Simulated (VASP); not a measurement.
Write the native input for VASP 6.6.1 that does the following.

```yaml
Task: relaxation of shape and atoms at fixed volume
Functional: PBE
Potentials_or_basis: VASP PAW PBE potentials, release 64 (Y_sv, Lu, N)
Cutoff: 600 eV
k_mesh: 12 × 12 × 4
Occupations: gaussian, width 0.01 eV
Spin: no spin polarisation
Dipole_correction: no
Further_INCAR_settings: ALGO = Normal; EDIFF = 1e-07; IBRION = 2; EDIFFG = -0.01; NSW = 50; ISIF = 4
```

The structure of Y2LuN3 lies in POSCAR:

```
Y2LuN3
1.0
    3.4005106462      0.0000000286      0.0000000000
   -1.7002553479      2.9449285912      0.0000000000
    0.0000000000      0.0000000000      8.3312188904
Y Lu N
2 1 3
Direct
    0.3333333333      0.6666666667      0.6690290000
    0.6666666667      0.3333333333      0.3309710000
    0.0000000000      0.0000000000      0.0000000000
    0.3333333333      0.6666666667      0.1617350000
    0.6666666667      0.3333333333      0.8382650000
    0.0000000000      0.0000000000      0.5000000000
```

One way to write it, as run:

INCAR

```
ALGO     = Normal         # electronic algorithm
EDIFF    = 1E-7           # SCF threshold, eV
EDIFFG   = -0.01          # ionic threshold
ENCUT    = 600            # plane-wave cutoff, eV
GGA      = PE             # functional
IBRION   = 2              # ionic algorithm
ISIF     = 4              # what is computed and relaxed
ISMEAR   = 0              # smearing method
LASPH    = True           # aspherical terms in the spheres
LCHARG   = False          # write CHGCAR
LREAL    = False          # projectors in reciprocal space
LWAVE    = False          # write WAVECAR
NELM     = 100            # most SCF steps
NSW      = 50             # ionic steps
PREC     = Accurate       # precision mode
SIGMA    = 0.01           # smearing width, eV
```

KPOINTS

```
k-points
0
Gamma
  12 12 4
```

Potentials or basis: VASP PAW PBE potentials, release 64 (Y_sv, Lu, N).

Launch:

```sh
$ cat potpaw_PBE.64/Y_sv/POTCAR potpaw_PBE.64/Lu/POTCAR potpaw_PBE.64/N/POTCAR > POTCAR
$ mpirun -np 1 vasp_std > vasp.out
```

It gave:

- Energy gained by relaxing: 0.0 meV/atom
- Ionic steps: 4
- Pressure after relaxing: 5.4 GPa
- Largest force after relaxing: 0.006 eV/Å
- Band gap on the k mesh: 0.03 eV (least direct gap 0.50 eV)

Caveat: semilocal functionals underestimate gaps, and a narrow one can read as zero; spin-orbit coupling is left out, which moves the levels of the heavy elements.

It took 7.1 min on 1 thread of AMD EPYC 9R45 96-Core Processor (Zen 5), with other jobs on the host, peak memory 0.41 GiB.
